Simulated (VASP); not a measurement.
Set up this calculation in VASP 6.6.1, as the native input.

```
Task                   : single point
Functional             : PBE
Potentials or basis    : VASP PAW PBE potentials, release 64 (H, C)
Cutoff                 : 520 eV
k mesh                 : 2 × 2 × 1
Occupations            : gaussian, width 0.05 eV
Spin                   : no spin polarisation
Dipole correction      : no
Further INCAR settings : LREAL = Auto; ALGO = Normal; EDIFF = 1e-06; NBANDS = 68
```

The structure of H3C5 lies in POSCAR:

```
H3C5
1.0
    5.0487420000      0.0000000000      0.0000000000
    0.0000000000      5.0487420000      0.0000000000
    0.0000000000      0.0000000000     17.1355610000
H C
12 20
Direct
    0.4277868000      0.0000000000      0.0583582000
    0.0722132000      0.0000000000      0.0583582000
    0.9277868000      0.0000000000      0.0583582000
    0.5722132000      0.0000000000      0.0583582000
    0.4277868000      0.5000000000      0.0583582000
    0.0722132000      0.5000000000      0.0583582000
    0.9277868000      0.5000000000      0.0583582000
    0.5722132000      0.5000000000      0.0583582000
    0.7502334738      0.0042323512      0.3591049410
    0.2500807875      0.4961013404      0.3590545599
    0.7501182207      0.4960280011      0.3590986672
    1.2495137715      0.0047868595      0.3591637030
    0.2500000000      0.0000000000      0.0953981000
    0.7500000000      0.0000000000      0.0953981000
    0.2500000000      0.5000000000      0.0953981000
    0.7500000000      0.5000000000      0.0953981000
    0.2500000000      0.2500000000      0.1474828000
    0.7500000000      0.2500000000      0.1474828000
    0.2500000000      0.7500000000      0.1474828000
    0.7500000000      0.7500000000      0.1474828000
   -0.0000020941      0.2500486050      0.1957651387
    0.5000104513      0.2500290883      0.1957838985
   -0.0000013030      0.7500730815      0.2035983275
    0.5000148122      0.7500299738      0.2036047798
    0.0000236649      0.0167073994      0.2525271493
    0.5000181890      0.0166499440      0.2525602398
    0.0000529112      0.4835081432      0.2525105887
    0.5000558138      0.4834701406      0.2525189521
    0.2499877692      0.0884380561      0.2998775769
    0.7500766301      0.0883231464      0.2998717383
    0.2500514626      0.4119038719      0.2998343846
    0.7500726889      0.4118625953      0.2998688254
```

These files were run (other wordings do the same):

INCAR

```
PREC = Accurate ; ENCUT = 520
EDIFF = 1E-6 ; ISMEAR = 0
SIGMA = 0.05 ; LREAL = Auto
LASPH = T ; NELM = 100
ALGO = Normal ; ISIF = 2
LWAVE = F ; LCHARG = T
GGA = PE ; LELF = T
LVHAR = T ; NBANDS = 68
```

KPOINTS

```
Automatic mesh
0
Gamma
  2 2 1
```

Potentials or basis: VASP PAW PBE potentials, release 64 (H, C).

The run is started by

```console
$ cat potpaw_PBE.64/H/POTCAR potpaw_PBE.64/C/POTCAR > POTCAR
$ mpirun -np 1 vasp_std > vasp.out
```

Results of the run:

The largest force is 8.957 eV/Å and the band gap on the k mesh is 1.83 eV.

Caveat: the k points lie up to 0.62 Å⁻¹ apart.

It took 4.5 min on 1 thread of Intel(R) Xeon(R) Platinum 8488C (Sapphire Rapids), on a shared host, peak memory 0.49 GiB.
